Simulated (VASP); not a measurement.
# Se (P1) in VASP: electric field gradients with PBE

Aim: the electric field gradients of Se with PBE.

Program: VASP 6.6.1. These are calculated values, not measurements. Logs are shortened: lines on timing, memory, paths and dates and some standing lists are left out, and cuts for length are marked.

## 1. The cell of the first run

The typed cell holds 3 atoms: a = 4.355 Å, b = 4.336 Å, c = 4.950 Å, α = 89.79°, β = 89.43°, γ = 119.57°.

## 2. Electric field gradients, PBE (equal xy, yz and zx shear strains of +1 %)

INCAR

```
SYSTEM = Se
PREC = Accurate
ENCUT = 520
EDIFF = 1E-8
ISMEAR = -1
SIGMA = 0.03
LREAL = .FALSE.
LASPH = .TRUE.
NELM = 80
ALGO = Normal
ISIF = 2
LWAVE = .FALSE.
LCHARG = .FALSE.
GGA = PE
LEFG = .TRUE.
NBANDS = 16
```

KPOINTS

```
Automatic mesh
0
G
  8 8 6
  0 0 0
```

POSCAR

```
Se
1.0
    4.3551696776      0.0217758484      0.0217758484
   -2.1587264009      3.7607996544      0.0079705137
    0.0247472500      0.0247472500      4.9494500000
Se
3
Direct
    0.2170000000      0.0000000000      0.1666666667
    0.0000000000      0.2170000000      0.8333333333
    0.7830000000      0.7830000000      0.5000000000
```

Potentials or basis: VASP PAW PBE potentials, release 64 (Se).

Started as:

```sh
$ cat potpaw_PBE.64/Se/POTCAR > POTCAR
$ mpirun -np 1 vasp_std > vasp.out
```

OUTCAR:

```text
SYSTEM = Se
   PREC = Accurate
   ENCUT = 520
   EDIFF = 1E-8
   ISMEAR = -1
   LREAL = .FALSE.
   LASPH = .TRUE.
   NELM = 80
   ISIF = 2
   GGA = PE

 ion  position               nearest neighbor table
   1  0.217  0.000  0.167-   3 2.31   2 2.32
   2  0.000  0.217  0.833-   1 2.32   3 2.34
   3  0.783  0.783  0.500-   1 2.31   2 2.34

  LATTYP: Found a triclinic cell.
 ALAT       =     4.3741428130
 B/A-ratio  =     0.9913558883
 C/A-ratio  =     1.1315528428
 COS(alpha) =     0.0036852528
 COS(beta)  =     0.0136346634
 COS(gamma) =     0.5000188430

  Lattice vectors:

 A1 = (   2.1964432767,   3.7825755028,   0.0297463621)
 A2 = (  -2.1587264009,   3.7607996544,   0.0079705137)
 A3 = (   0.0247472500,   0.0247472500,   4.9494500000)

Analysis of symmetry for initial positions (statically):
=====================================================================
 Subroutine PRICEL returns:
 Original cell was already a primitive cell.

 Routine SETGRP: Setting up the symmetry group for a
 triclinic supercell.

 Subroutine GETGRP returns: Found  1 space group operations
 (whereof  1 operations were pure point group operations)
 out of a pool of  2 trial point group operations.

The static configuration has the point symmetry C_1 .

Analysis of symmetry for dynamics (positions and initial velocities):
=====================================================================
 Subroutine PRICEL returns:
 Original cell was already a primitive cell.

 Routine SETGRP: Setting up the symmetry group for a
 triclinic supercell.

 Subroutine GETGRP returns: Found  1 space group operations
 (whereof  1 operations were pure point group operations)
 out of a pool of  2 trial point group operations.

The dynamic configuration has the point symmetry C_1 .

 Subroutine INISYM returns: Found  1 space group operations
 (whereof  1 operations are pure point group operations),
 and found     1 'primitive' translations

----------------------------------------------------------------------------------------

                                     Primitive cell

  volume of cell :      81.2953

  direct lattice vectors                    reciprocal lattice vectors
     4.355169678  0.021775848  0.021775848     0.228964035  0.131430843 -0.001801974
    -2.158726401  3.760799654  0.007970514    -0.001319137  0.265146498 -0.001319137
     0.024747250  0.024747250  4.949450000    -0.001005237 -0.001005237  0.202052704

  length of vectors
     4.355278555  4.336332234  4.949573735     0.264011066  0.265153061  0.202057705

  position of ions in fractional coordinates (direct lattice)
     0.217000000  1.000000000  0.166666667
     1.000000000  0.217000000  0.833333333
     0.783000000  0.783000000  0.500000000

  ion indices of the primitive-cell ions
   primitive index   ion index
                 1           1
                 2           2
                 3           3

----------------------------------------------------------------------------------------

 KPOINTS: Automatic mesh

Automatic generation of k-mesh.
 Grid dimensions read from file:
 generate k-points for:    8    8    6

 Generating k-lattice:

  Cartesian coordinates                     Fractional coordinates (reciprocal lattice)
     0.028620504  0.016428855 -0.000225247     0.125000000 -0.000000000  0.000000000
    -0.000164892  0.033143312 -0.000164892    -0.000000000  0.125000000 -0.000000000
    -0.000167540 -0.000167540  0.033675451    -0.000000000 -0.000000000  0.166666667

  Length of vectors
     0.033001383  0.033144133  0.033676284

  Shift w.r.t. Gamma in fractional coordinates (k-lattice)
     0.000000000  0.000000000  0.000000000

 Subroutine IBZKPT returns following result:
 ===========================================

 Found    196 irreducible k-points:

 Following reciprocal coordinates:
            Coordinates               Weight
  0.000000  0.000000  0.000000      1.000000
  0.125000 -0.000000  0.000000      2.000000
  0.250000 -0.000000  0.000000      2.000000
  0.375000  0.000000  0.000000      2.000000
  0.500000 -0.000000  0.000000      1.000000
  0.000000  0.125000  0.000000      2.000000
[... 16 lines left out ...]
  0.125000  0.375000  0.000000      2.000000
  0.250000  0.375000  0.000000      2.000000
 [... further k-points ...]
   k-points           NKPTS =    196   k-points in BZ     NKDIM =    196   number of bands    NBANDS=     16
   number of dos      NEDOS =    301   number of ions     NIONS =      3
   total plane-waves  NPLWV =  40960
   dimension x,y,z NGX =    32 NGY =   32 NGZ =   40
   dimension x,y,z NGXF=    64 NGYF=   64 NGZF=   80
   ions per type =               3
   NGX,Y,Z   is equivalent  to a cutoff of  12.21, 12.27, 13.44 a.u.
   NGXF,Y,Z  is equivalent  to a cutoff of  24.43, 24.54, 26.87 a.u.
 SYSTEM =  Se
   PREC   = accura    normal or accurate (medium, high low for compatibility)
   ISTART =      0    job   : 0-new  1-cont  2-samecut
   ICHARG =      2    charge: 1-file 2-atom 10-const
   ISPIN  =      1    spin polarized calculation?
   LNONCOLLINEAR =      F non collinear calculations
   LSORBIT =      F    spin-orbit coupling
   LASPH  =      T    aspherical Exc in radial PAW
   ENCUT  =  520.0 eV  38.22 Ry    6.18 a.u.   8.10  8.06  9.20*2*pi/ulx,y,z
   NELM   =     80;   NELMIN=  2; NELMDL= -5     # of ELM steps
   EDIFF  = 0.1E-07   stopping-criterion for ELM
   LREAL  =      F    real-space projection
   EDIFFG = 0.1E-06   stopping-criterion for IOM
   NSW    =      0    number of steps for IOM
   IBRION =     -1    ionic relax: 0-MD 1-quasi-New 2-CG
   NFREE  =      0    steps in history (QN), initial steepest desc. (CG)
   ISIF   =      2    stress and relaxation
   ISYM   =      2    0-nonsym 1-usesym 2-fastsym
   POTIM  = 0.5000    time-step for ionic-motion
   TEBEG  =    0.0;   TEEND  =   0.0 temperature during run
   PSTRESS=    0.0 pullay stress
   NELECT =      18.0000    total number of electrons
   NUPDOWN=      -1.0000    fix difference up-down
   EMIN   =  10.00;   EMAX   =-10.00  energy-range for DOS
   EFERMI =   0.00;   METHOD = LEGACY
   ISMEAR =    -1;   SIGMA  =   0.03  broadening in eV -4-tet -1-fermi 0-gaus
   EFERMI_NEDOS =   21; number of points for ismear=-14 and -15
   IALGO  =     38    algorithm
   IMIX   =      4    mixing-type and parameters
     AMIX     =   0.40;   BMIX     =  1.00
     AMIX_MAG =   1.60;   BMIX_MAG =  1.00
  volume/ion in A,a.u.               =      27.10       182.87
  Fermi-wavevector in a.u.,A,eV,Ry     =   0.990400  1.871584 13.345845  0.980892
  Thomas-Fermi vector in A             =   2.122067
   LORBIT       =      0    0 simple, 1 ext, 2 COOP (PROOUT), +10 PAW based schemes
   GGA     = PE    functional components
   LHFCALC =     F    Hartree Fock is set to
   AEXX    =    0.0000 exact exchange contribution
   IVDW    =     0    specifies the selected vdW correction
   LEPSILON=     F    determine dielectric tensor
   LRPA    =     F    only Hartree local field effects (RPA)
 non-spin polarized calculation
  energy-cutoff  :      520.00
  volume of cell :       81.30
 maximum number of plane-waves:      2210
   NGX = 17   NGY = 17   NGZ = 19

 number of electron      17.9999997 magnetization

 Free energy of the ion-electron system (eV)
  ---------------------------------------------------
  ext. energy  EPLUGINS =         0.00000000
  ---------------------------------------------------
  free energy    TOTEN  =       -10.36874828 eV

  energy without entropy =      -10.36874828  energy(sigma->0) =      -10.36874828

 E-fermi :   3.3109     XC(G=0):  -8.8325

 val. band max:        2.7888398883   @ k =   0.5000   0.0000   0.5000
 cond. band min:       3.8616719369   @ k =   0.2500   0.3750   0.5000
 fundamental gap:      1.0728320487
 Fermi energy:         3.3109159818

 k-point     1 :       0.0000    0.0000    0.0000
  band No.  band energies     occupation
      1     -13.3919      2.00000
      2      -9.1035      2.00000
      3      -9.0536      2.00000
      4      -1.2451      2.00000
      5      -1.2301      2.00000
      6      -1.0202      2.00000
[... 8 lines left out ...]
     15       9.1595      0.00000
     16      11.1030      0.00000
[... 419 lines left out ...]
 k-point    24 :       0.2500    0.3750    0.0000
  band No.  band energies     occupation
      1     -12.9123      2.00000
      2      -9.4108      2.00000
      3      -9.1779      2.00000
      4      -2.4958      2.00000
      5      -2.3577      2.00000
      6      -0.2555      2.00000
[... 8 lines left out ...]
     15      11.0456      0.00000
     16      12.4101      0.00000

 [... further k-points ...]
[... 5 lines left out ...]
  --------------------------------------------------------------------------------------
  -------------------------------------------------------------------------------------
  Total        2.5422539      2.2867811      3.8722035      0.0628811     -0.2827243     -0.1606862
  in kB       50.1030583     45.0681684     76.3138719      1.2392688     -5.5719654     -3.1668234
  external PRESSURE =      57.1616995 kB  Pullay stress =       0.0000000 kB

 VOLUME and BASIS-vectors are now :
 -----------------------------------------------------------------------------
  energy-cutoff  :      520.00
  volume of cell :       81.30
      direct lattice vectors                 reciprocal lattice vectors
     4.355169678  0.021775848  0.021775848     0.228964035  0.131430843 -0.001801974
    -2.158726401  3.760799654  0.007970514    -0.001319137  0.265146498 -0.001319137
     0.024747250  0.024747250  4.949450000    -0.001005237 -0.001005237  0.202052704

 POSITION                                       TOTAL-FORCE (eV/Angst)
 -----------------------------------------------------------------------------------
      0.94920      0.00885      0.82963         1.250607      0.026058     -0.093232
     -0.44782      0.83672      4.12627        -0.602657      0.964584     -0.084444
      1.73219      2.97413      2.49802        -0.647949     -0.990642      0.177676
 -----------------------------------------------------------------------------------
    total drift:                                0.000017      0.000037      0.000015

  FREE ENERGIE OF THE ION-ELECTRON SYSTEM (eV)
  ---------------------------------------------------
  free  energy   TOTEN  =       -10.3687482758 eV

  energy  without entropy=      -10.3687482754  energy(sigma->0) =      -10.36874828

 Electric field gradients (V/A^2)
---------------------------------------------------------------------
 ion       V_xx      V_yy      V_zz      V_xy      V_xz      V_yz
---------------------------------------------------------------------
   1     147.840  -346.902   199.062     5.653     3.427  -311.002
   2    -223.949    32.523   191.426  -214.848   280.682   164.290
   3    -222.352    23.982   198.370   217.442  -269.561   161.941
---------------------------------------------------------------------

 Electric field gradients after diagonalization (V/A^2)
 (convention: |V_zz| > |V_xx| > |V_yy|)
----------------------------------------------------------------------
 ion       V_xx      V_yy      V_zz     asymmetry (V_yy - V_xx)/ V_zz
----------------------------------------------------------------------
   1     339.897   147.904  -487.801       0.394
   2     344.662   154.421  -499.083       0.381
   3     341.608   150.646  -492.254       0.388
----------------------------------------------------------------------

           NMR quadrupolar parameters

 Cq : quadrupolar parameter    Cq=e*Q*V_zz/h
 eta: asymmetry parameters     (V_yy - V_xx)/ V_zz
 Q  : nuclear electric quadrupole moment in mb (millibarn)
----------------------------------------------------------------------
 ion       Cq(MHz)       eta       Q (mb)
----------------------------------------------------------------------
   1      -1.179       0.394       1.000
   2      -1.207       0.381       1.000
   3      -1.190       0.388       1.000
----------------------------------------------------------------------
```

Wall time 70 s (1 thread of Intel Xeon 6975P-C (Granite Rapids), shared host); peak memory 0.33 GiB.

Results:

| Property | Result |
| --- | --- |
| Free energy | -10.3687 eV |
| Pressure | 5.7 GPa |
| Largest force | 1.254 eV/Å |
| Band gap on the k mesh | 1.07 eV (least direct gap 1.17 eV) |
| Largest electric field gradient by atom | Se -487.8, -499.1, -492.3 V/Å² |

Forces in eV/Å, atoms in the order of the input:
```
Se   1.251  0.026 -0.093
Se  -0.603  0.965 -0.084
Se  -0.648 -0.991  0.178
```

Levels at points of the mesh, in eV from the valence-band top:
| k point | band 7 | band 8 | band 9 | band 10 | band 11 | band 12 |
| --- | --- | --- | --- | --- | --- | --- |
| (0.00, 0.00, 0.00) | -2.23 | -2.21 | -0.44 | 1.95 | 2.10 | 2.43 |
| (0.50, 0.00, 0.00) | -2.95 | -1.98 | -1.07 | 2.05 | 2.59 | 4.35 |
| (0.00, 0.50, 0.00) | -3.02 | -1.99 | -1.09 | 2.06 | 2.60 | 4.24 |
| (0.50, 0.50, 0.00) | -2.99 | -1.99 | -1.11 | 2.02 | 2.58 | 4.31 |
| (0.00, 0.00, 0.50) | -1.64 | -1.56 | -1.25 | 1.24 | 1.39 | 1.43 |
| (0.50, 0.00, 0.50) | -1.87 | -1.47 | 0.00 | 1.53 | 2.78 | 3.14 |
| (0.00, 0.50, 0.50) | -1.90 | -1.45 | -0.03 | 1.50 | 2.80 | 3.12 |
| (0.50, 0.50, 0.50) | -1.91 | -1.47 | -0.03 | 1.51 | 2.78 | 3.16 |

Electric field gradients, principal values (V/Å²):
| atom | least | middle | greatest (by size) |
| --- | --- | --- | --- |
| 1 Se | 147.904 | 339.897 | -487.801 |
| 2 Se | 154.421 | 344.662 | -499.083 |
| 3 Se | 150.646 | 341.608 | -492.254 |

Caveat: the cell differs from its parent crystal (equal xy, yz and zx shear strains of +1 %); the cell stands under pressure; without QUAD_EFG the Cq values of the log hold for a quadrupole moment of 1 mb, not for the nuclei; forces of over 1 eV/Å act on the atoms, so gaps and moduli don't describe the material at rest. A k mesh can miss the band edges.
